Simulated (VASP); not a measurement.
# Cs (P6/mmm) in VASP: single point with PBEsol

Aim: the single point of Cs with PBEsol.

Program: VASP 6.6.1. These are calculated values, not measurements. Logs are shortened: lines on timing, memory, paths and dates and some standing lists are left out, and cuts for length are marked.

### Step 1. The cell of the first run

Symmetry: P6/mmm, No. 191, hexagonal system. Conventional cell: a = 4.008 Å, b = 4.008 Å, c = 3.631 Å, α = 90.00°, β = 90.00°, γ = 120.00°. Within 4.8 Å of Cs (site symmetry 6/mmm) lie 8 Cs at 3.63 to 4.01 Å.

### Step 2. Single point, PBEsol

Contents of INCAR:

```
SYSTEM = Cs
PREC     = Accurate       ! precision mode
ENCUT    = 520            ! plane-wave cutoff, eV
EDIFF    = 1E-6           ! SCF threshold, eV
ISMEAR   = -1             ! smearing method
SIGMA    = 0.05           ! smearing width, eV
LREAL    = .FALSE.        ! projectors in reciprocal space
LASPH    = .TRUE.         ! aspherical terms in the spheres
NELM     = 80             ! most SCF steps
ALGO     = Normal         ! electronic algorithm
ISIF     = 2              ! what is computed and relaxed
LWAVE    = .FALSE.        ! write WAVECAR
LCHARG   = .TRUE.         ! write CHGCAR
GGA      = PS             ! functional
LELF     = .TRUE.         ! ELF
LVHAR    = .TRUE.       
NBANDS   = 10             ! bands
```

Contents of KPOINTS:

```
Automatic mesh
0
G
  11 11 10
  0 0 0
```

Contents of POSCAR:

```
Cs
1.0
    4.0081029536      0.0000000000      0.0000000000
   -2.0040514768      3.4711189788      0.0000000000
    0.0000000000      0.0000000000      3.6310863326
Cs
1
Direct
    0.0000000000      0.0000000000      0.0000000000
```

Potentials or basis: VASP PAW PBE potentials, release 64 (Cs_sv).

Launch:

```bash
> cat potpaw_PBE.64/Cs_sv/POTCAR > POTCAR
> mpirun -np 1 vasp_std > vasp.out
```

OUTCAR:

```text
SYSTEM = Cs
   PREC = Accurate
   ENCUT = 520
   EDIFF = 1E-6
   ISMEAR = -1
   LREAL = .FALSE.
   LASPH = .TRUE.
   NELM = 80
   ISIF = 2
   GGA = PS

 ion  position               nearest neighbor table
   1  0.000  0.000  0.000-

  LATTYP: Found a hexagonal cell.
 ALAT       =     4.0081029536
 C/A-ratio  =     0.9059363930

  Lattice vectors:

 A1 = (   4.0081029536,   0.0000000000,   0.0000000000)
 A2 = (  -2.0040514768,   3.4711189788,   0.0000000000)
 A3 = (   0.0000000000,   0.0000000000,   3.6310863326)

Analysis of symmetry for initial positions (statically):
=====================================================================
 Subroutine PRICEL returns:
 Original cell was already a primitive cell.

 Routine SETGRP: Setting up the symmetry group for a
 hexagonal supercell.

 Subroutine GETGRP returns: Found 24 space group operations
 (whereof 24 operations were pure point group operations)
 out of a pool of 24 trial point group operations.

The static configuration has the point symmetry D_6h.

Analysis of symmetry for dynamics (positions and initial velocities):
=====================================================================
 Subroutine PRICEL returns:
 Original cell was already a primitive cell.

 Routine SETGRP: Setting up the symmetry group for a
 hexagonal supercell.

 Subroutine GETGRP returns: Found 24 space group operations
 (whereof 24 operations were pure point group operations)
 out of a pool of 24 trial point group operations.

The dynamic configuration has the point symmetry D_6h.

 Subroutine INISYM returns: Found 24 space group operations
 (whereof 24 operations are pure point group operations),
 and found     1 'primitive' translations

----------------------------------------------------------------------------------------

                                     Primitive cell

  volume of cell :      50.5179

  direct lattice vectors                    reciprocal lattice vectors
     4.008102954  0.000000000  0.000000000     0.249494589  0.144045768  0.000000000
    -2.004051477  3.471118979  0.000000000     0.000000000  0.288091537  0.000000000
     0.000000000  0.000000000  3.631086333     0.000000000  0.000000000  0.275399676

  length of vectors
     4.008102954  4.008102954  3.631086333     0.288091537  0.288091537  0.275399676

  position of ions in fractional coordinates (direct lattice)
     0.000000000  0.000000000  0.000000000

  ion indices of the primitive-cell ions
   primitive index   ion index
                 1           1

----------------------------------------------------------------------------------------

 KPOINTS: Automatic mesh

Automatic generation of k-mesh.
 Grid dimensions read from file:
 generate k-points for:   11   11   10

 Generating k-lattice:

  Cartesian coordinates                     Fractional coordinates (reciprocal lattice)
     0.022681326  0.013095070  0.000000000     0.090909091  0.000000000  0.000000000
     0.000000000  0.026190140  0.000000000     0.000000000  0.090909091  0.000000000
     0.000000000  0.000000000  0.027539968     0.000000000  0.000000000  0.100000000

  Length of vectors
     0.026190140  0.026190140  0.027539968

  Shift w.r.t. Gamma in fractional coordinates (k-lattice)
     0.000000000  0.000000000  0.000000000

 Subroutine IBZKPT returns following result:
 ===========================================

 Found     96 irreducible k-points:

 Following reciprocal coordinates:
            Coordinates               Weight
  0.000000  0.000000  0.000000      1.000000
  0.090909 -0.000000  0.000000      6.000000
  0.181818 -0.000000  0.000000      6.000000
  0.272727 -0.000000  0.000000      6.000000
  0.363636 -0.000000  0.000000      6.000000
  0.454545 -0.000000  0.000000      6.000000
[... 16 lines left out ...]
  0.090909  0.090909  0.100000     12.000000
  0.181818  0.090909  0.100000     24.000000
 [... further k-points ...]
   k-points           NKPTS =     96   k-points in BZ     NKDIM =     96   number of bands    NBANDS=     10
   number of dos      NEDOS =    301   number of ions     NIONS =      1
   total plane-waves  NPLWV =  25200
   dimension x,y,z NGX =    30 NGY =   30 NGZ =   28
   dimension x,y,z NGXF=    60 NGYF=   60 NGZF=   56
   ions per type =               1
   NGX,Y,Z   is equivalent  to a cutoff of  12.44, 12.44, 12.82 a.u.
   NGXF,Y,Z  is equivalent  to a cutoff of  24.89, 24.89, 25.64 a.u.
 SYSTEM =  Cs
   PREC   = accura    normal or accurate (medium, high low for compatibility)
   ISTART =      0    job   : 0-new  1-cont  2-samecut
   ICHARG =      2    charge: 1-file 2-atom 10-const
   ISPIN  =      1    spin polarized calculation?
   LNONCOLLINEAR =      F non collinear calculations
   LSORBIT =      F    spin-orbit coupling
   LASPH  =      T    aspherical Exc in radial PAW
   ENCUT  =  520.0 eV  38.22 Ry    6.18 a.u.   7.45  7.45  6.75*2*pi/ulx,y,z
   NELM   =     80;   NELMIN=  2; NELMDL= -5     # of ELM steps
   EDIFF  = 0.1E-05   stopping-criterion for ELM
   LREAL  =      F    real-space projection
   EDIFFG = 0.1E-04   stopping-criterion for IOM
   NSW    =      0    number of steps for IOM
   IBRION =     -1    ionic relax: 0-MD 1-quasi-New 2-CG
   NFREE  =      0    steps in history (QN), initial steepest desc. (CG)
   ISIF   =      2    stress and relaxation
   ISYM   =      2    0-nonsym 1-usesym 2-fastsym
   POTIM  = 0.5000    time-step for ionic-motion
   TEBEG  =    0.0;   TEEND  =   0.0 temperature during run
   PSTRESS=    0.0 pullay stress
   NELECT =       9.0000    total number of electrons
   NUPDOWN=      -1.0000    fix difference up-down
   EMIN   =  10.00;   EMAX   =-10.00  energy-range for DOS
   EFERMI =   0.00;   METHOD = LEGACY
   ISMEAR =    -1;   SIGMA  =   0.05  broadening in eV -4-tet -1-fermi 0-gaus
   EFERMI_NEDOS =   21; number of points for ismear=-14 and -15
   IALGO  =     38    algorithm
   IMIX   =      4    mixing-type and parameters
     AMIX     =   0.40;   BMIX     =  1.00
     AMIX_MAG =   1.60;   BMIX_MAG =  1.00
  volume/ion in A,a.u.               =      50.52       340.91
  Fermi-wavevector in a.u.,A,eV,Ry     =   0.921172  1.740762 11.545328  0.848558
  Thomas-Fermi vector in A             =   2.046559
   LORBIT       =      0    0 simple, 1 ext, 2 COOP (PROOUT), +10 PAW based schemes
   GGA     = PS    functional components
   LHFCALC =     F    Hartree Fock is set to
   AEXX    =    0.0000 exact exchange contribution
   IVDW    =     0    specifies the selected vdW correction
   LEPSILON=     F    determine dielectric tensor
   LRPA    =     F    only Hartree local field effects (RPA)
 non-spin polarized calculation
  energy-cutoff  :      520.00
  volume of cell :       50.52
 maximum number of plane-waves:      1384
 NGX is ok and might be reduce to    30
   NGX = 15   NGY = 15   NGZ = 13

 number of electron       8.9999999 magnetization

 Free energy of the ion-electron system (eV)
  ---------------------------------------------------
  ext. energy  EPLUGINS =         0.00000000
  ---------------------------------------------------
  free energy    TOTEN  =        -0.46055480 eV

  energy without entropy =       -0.44731915  energy(sigma->0) =       -0.45393698

 E-fermi :   3.2169     XC(G=0):  -8.1511

 val. band max:        3.1854109221   @ k =   0.1818  -0.0000   0.3000
 cond. band min:       3.2170314669   @ k =   0.4545  -0.0000   0.3000
 fundamental gap:      0.0316205448
 Fermi energy:         3.2168726320

 k-point     1 :       0.0000    0.0000    0.0000
  band No.  band energies     occupation
      1     -20.7160      2.00000
      2      -6.7514      2.00000
      3      -6.7514      2.00000
      4      -6.4526      2.00000
      5       1.2452      2.00000
      6       4.2166      0.00000
      7       6.0786      0.00000
      8       6.0786      0.00000
      9       9.6490      0.00000
     10      11.1713      0.00000

 k-point     2 :       0.0909   -0.0000    0.0000
  band No.  band energies     occupation
      1     -20.7010      2.00000
      2      -6.9007      2.00000
      3      -6.7812      2.00000
      4      -6.4381      2.00000
      5       1.4705      2.00000
      6       4.3190      0.00000
      7       5.7011      0.00000
      8       6.2838      0.00000
      9      10.3324      0.00000
     10      10.4936      0.00000

 k-point     3 :       0.1818   -0.0000    0.0000
  band No.  band energies     occupation
      1     -20.6604      2.00000
      2      -7.2711      2.00000
      3      -6.8593      2.00000
      4      -6.3986      2.00000
      5       2.0252      2.00000
      6       4.5153      0.00000
      7       5.1777      0.00000
      8       6.8828      0.00000
      9       9.5329      0.00000
     10      10.9128      0.00000

 k-point     4 :       0.2727   -0.0000    0.0000
  band No.  band energies     occupation
      1     -20.6062      2.00000
      2      -7.7055      2.00000
      3      -6.9580      2.00000
      4      -6.3460      2.00000
      5       2.5967      1.99999
      6       4.3591      0.00000
      7       5.4157      0.00000
      8       7.8292      0.00000
      9       8.7277      0.00000
     10      10.6953      0.00000
[... 222 lines left out ...]
 k-point    22 :       0.4545   -0.0000    0.1000
  band No.  band energies     occupation
      1     -20.5022      2.00000
      2      -8.2353      2.00000
      3      -7.0721      2.00000
      4      -6.4913      2.00000
      5       2.9083      1.99583
      6       5.0597      0.00000
      7       5.5440      0.00000
      8       8.2165      0.00000
      9       9.3093      0.00000
     10      10.6561      0.00000

 k-point    23 :       0.0909    0.0909    0.1000
  band No.  band energies     occupation
      1     -20.6502      2.00000
      2      -7.1266      2.00000
      3      -6.8235      2.00000
      4      -6.6539      2.00000
      5       2.0783      2.00000
      6       4.8194      0.00000
      7       5.2895      0.00000
      8       6.7742      0.00000
      9       9.0761      0.00000
     10      10.1490      0.00000

 k-point    24 :       0.1818    0.0909    0.1000
  band No.  band energies     occupation
      1     -20.6029      2.00000
      2      -7.4997      2.00000
      3      -6.9354      2.00000
      4      -6.6019      2.00000
      5       2.6764      1.99996
      6       4.7030      0.00000
      7       5.2441      0.00000
      8       7.4689      0.00000
      9       8.4532      0.00000
     10       9.8075      0.00000

 [... further k-points ...]
[... 5 lines left out ...]
  --------------------------------------------------------------------------------------
  -------------------------------------------------------------------------------------
  Total        0.9240695      0.9240695      0.9302516      0.0000000     -0.0000000     -0.0000000
  in kB       29.3069273     29.3069273     29.5029912      0.0000000     -0.0000000     -0.0000000
  external PRESSURE =      29.3722819 kB  Pullay stress =       0.0000000 kB

 VOLUME and BASIS-vectors are now :
 -----------------------------------------------------------------------------
  energy-cutoff  :      520.00
  volume of cell :       50.52
      direct lattice vectors                 reciprocal lattice vectors
     4.008102954  0.000000000  0.000000000     0.249494589  0.144045768  0.000000000
    -2.004051477  3.471118979  0.000000000     0.000000000  0.288091537  0.000000000
     0.000000000  0.000000000  3.631086333     0.000000000  0.000000000  0.275399676

 POSITION                                       TOTAL-FORCE (eV/Angst)
 -----------------------------------------------------------------------------------
      0.00000      0.00000      0.00000        -0.000000      0.000000      0.000000
 -----------------------------------------------------------------------------------
    total drift:                               -0.000000      0.000000     -0.000000

  FREE ENERGIE OF THE ION-ELECTRON SYSTEM (eV)
  ---------------------------------------------------
  free  energy   TOTEN  =        -0.4605547993 eV

  energy  without entropy=       -0.4473191543  energy(sigma->0) =       -0.45393698
```

Run time: 49 s. Hardware: 1 thread of AMD EPYC 7R13, shared host; peak memory 0.16 GiB.

Results:

| Item | Value |
| --- | --- |
| Free energy | -0.4606 eV |
| Pressure | 2.9 GPa |

Caveat: the PAW data sets were made with another functional, which shifts forces and pressure a little; spin-orbit coupling is left out, which moves the levels of the heavy elements.
